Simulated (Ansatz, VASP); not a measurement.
# Two plane-wave programs on Bi

```
Bi
1.0
     2.26750    1.30914    3.93800
    -2.26750    1.30914    3.93800
     0.00000   -2.61828    3.93800
Bi
2
Cartesian
  0.0000 0.0000 2.7645
  0.0000 0.0000 9.0495
```

Alike in both runs: task single point; functional PBE; dispersion D3(BJ); k mesh 6 × 6 × 6; occupations gaussian, width 0.1 eV; no spin polarisation.

```csv
,VASP,Ansatz
version,VASP 6.6.1,Ansatz 0.2.0
potentials or method,"VASP PAW PBE potentials, release 64 (Bi_d), cutoff 520 eV","scalar-relativistic, plane waves, PAW"
valence electrons in the cell,30,30
```

|  | VASP | Ansatz | Ansatz less VASP |
| --- | --- | --- | --- |
| gap on the k mesh at the Fermi level (eV) | none | none | - |
| pressure (GPa) | 0.0 | 0.0 | +0.05 |
| traceless stress, the component that is largest in VASP (GPa) | 0.06 | 0.06 | 0.000 |
| rms of the force components (eV/Å) | 0.072 | 0.068 | -0.0037 |

Atom by atom the forces differ by 0.004 eV/Å (rms over components). A gap of «none» marks a metal or a gap that the smearing closes.

Spin-orbit coupling is off throughout.
